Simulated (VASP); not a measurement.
The system is BeSe2.

```
Be Se
1.0
    -2.70000    4.30000    2.60000
     2.70000   -4.30000    2.60000
     2.70000    4.30000   -2.60000
Be Se
2 4
Cartesian
  0.0000 0.0000 1.3000
  0.0000 0.0000 3.9000
  1.2960 1.1782 0.0000
  1.4040 5.4782 0.0000
  1.2960 -1.1782 2.6000
  1.4040 3.1218 2.6000
```

* Program: VASP 6.6.1
* Task: relaxation of cell and atoms
* Functional: PBE
* Potentials or basis: VASP PAW PBE potentials, release 64 (Be, Se)
* Cutoff: 600 eV
* k mesh: 4 × 4 × 4
* Occupations: gaussian, width 0.2 eV
* Spin: no spin polarisation

At the start: pressure 1.8 GPa; volume 20.12 Å³/atom.

Q: How do energy, volume and symmetry change on relaxing?

A: Over 19 steps the energy falls by 157.0 meV/atom and the volume is 20.39 Å³/atom (+1.3 %); space group Ibam (No. 72, to 0.05 Å).

The path:
| step | energy change (eV) | largest force (eV/Å) | pressure (GPa) | volume (Å³) |
| --- | --- | --- | --- | --- |
| 1 | 0.0000 | 0.5233 | 1.81 | 120.74 |
| 2 | -0.0591 | 0.3027 | -0.85 | 124.75 |
| 3 | -0.0596 | 0.3033 | -1.10 | 125.17 |
| 4 | -0.1141 | 0.3402 | -1.21 | 124.47 |
| 5 | -0.2731 | 0.3558 | -1.47 | 122.20 |
| 6 | -0.2085 | 0.6569 | -0.94 | 116.85 |
| 7 | -0.3373 | 0.3228 | -1.48 | 120.63 |
| 8 | -0.4023 | 0.1041 | 0.26 | 116.91 |
| 9 | -0.4123 | 0.0239 | 1.30 | 114.98 |
| 10 | -0.4829 | 0.1973 | 1.14 | 114.70 |
| 11 | -0.4986 | 0.9314 | 1.17 | 113.15 |
| 12 | -0.5408 | 0.5382 | 0.97 | 114.08 |
| 13 | -0.6577 | 0.6265 | 0.13 | 115.83 |
| 14 | -0.7432 | 0.8406 | -1.11 | 120.18 |
| 15 | -0.7732 | 0.7203 | -0.78 | 118.47 |
| 16 | -0.8901 | 0.3074 | 1.01 | 117.82 |
| 17 | -0.9030 | 0.2534 | 1.91 | 117.51 |
| 18 | -0.9419 | 0.0525 | -0.19 | 122.59 |
| 19 | -0.9420 | 0.0536 | -0.09 | 122.31 |

Final structure:
```
Be Se
1.0
    -3.29513    4.08115    2.27386
     3.29513   -4.08115    2.27386
     3.29513    4.08115   -2.27386
Be Se
2 4
Direct
  0.25000 0.25000 0.00000
  0.75000 0.75000 0.00000
  0.12263 0.25098 0.37361
  0.62263 0.24902 0.87166
  0.37737 0.75098 0.12834
  0.87737 0.74902 0.62639
```

Caveat: the k points lie up to 0.42 Å⁻¹ apart in the final cell; the relaxation stopped at a loose force limit of 0.08 eV/Å, so its end isn't a converged minimum.
